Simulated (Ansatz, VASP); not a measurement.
# SnSe2 in VASP and in Ansatz

```xyz
3
Lattice="3.8979 0.0000 0.0000 -1.9490 3.3757 0.0000 0.0000 0.0000 6.2760" Properties=species:S:1:pos:R:3 pbc="T T T"
Sn    0.0000    0.0000    0.0000
Se    0.0000    2.2505    1.5627
Se    1.9490    1.1252    4.7132
```

Alike in both runs: task single point; functional PBE; k mesh 6 × 6 × 4; no spin polarisation.

|  | VASP | Ansatz |
| --- | --- | --- |
| version | VASP 6.6.1 | Ansatz 0.2.0 |
| potentials or method | VASP PAW PBE potentials, release 64 (Sn_d, Se), cutoff 520 eV | plane waves, PAW |
| occupations | gaussian, width 0.01 eV | fixed |
| valence electrons in the cell | 26 | 46 |

VASP gave:

```
pressure (GPa)                                                : 0.8
traceless stress, the component that is largest in VASP (GPa) : 1.01
```

**Question.** Estimate Ansatz's values.

**Answer.** Pressure (GPa): 0.8; traceless stress, the component that is largest in VASP (GPa): 1.00.

VASP's potentials hold 26 valence electrons a cell and Ansatz's 46, so a difference there can come from the potentials and not from the codes.
